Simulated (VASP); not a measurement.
Write the native input for VASP 6.6.1 that does the following.

```
Task                   : single point
Functional             : PBE
Potentials or basis    : VASP PAW PBE potentials, release 64 (Mg, Tl_d, Se)
Cutoff                 : 520 eV
k mesh                 : 6 × 6 × 8
Occupations            : gaussian, width 0.1 eV
Spin                   : no spin polarisation
Dipole correction      : no
Further INCAR settings : ALGO = Normal; EDIFF = 1e-07; NBANDS = 28
```

The structure of MgTl2Se2 lies in POSCAR:

```
MgTl2Se2
1.0
    5.9253634850      0.0000000000      0.0000000000
    0.0000000000      5.9253634850      0.0000000000
    0.0000000000      0.0000000000      4.6753072682
Mg Tl Se
1 2 2
Direct
    0.0000000000      0.0000000000      0.5000000000
    0.0000000000      0.5000000000      0.5000000000
    0.5000000000      0.0000000000      0.5000000000
    0.0000000000      0.0000000000      0.0000000000
    0.5000000000      0.5000000000      0.0000000000
```

The cell was built from a structure type or drawn by symmetry, and may not be a known phase.

These files were run (other wordings do the same):

INCAR

```
ALGO = Normal ; EDIFF = 1E-7
ENCUT = 520 ; GGA = PE
ISIF = 2 ; ISMEAR = 0
LASPH = True ; LCHARG = False
LREAL = False ; LWAVE = False
NBANDS = 28 ; NELM = 100
PREC = Accurate ; SIGMA = 0.1
```

KPOINTS

```
k-points
0
Gamma
  6 6 8
```

Potentials or basis: VASP PAW PBE potentials, release 64 (Mg, Tl_d, Se).

Command:

```console
$ cat potpaw_PBE.64/Mg/POTCAR potpaw_PBE.64/Tl_d/POTCAR potpaw_PBE.64/Se/POTCAR > POTCAR
$ mpirun -np 1 vasp_std > vasp.out
```

Results of the run:

| Quantity | Value |
| --- | --- |
| Pressure | 0.0 GPa |
| Band gap on the k mesh | zero (bands 20 and 21 overlap by 0.35 eV) |

Caveat: spin-orbit coupling is left out, which moves the levels of the heavy elements.

Run time: 100 s on 1 thread of Intel(R) Xeon(R) 6975P-C (Granite Rapids), with other jobs on the host, peak memory 0.42 GiB.
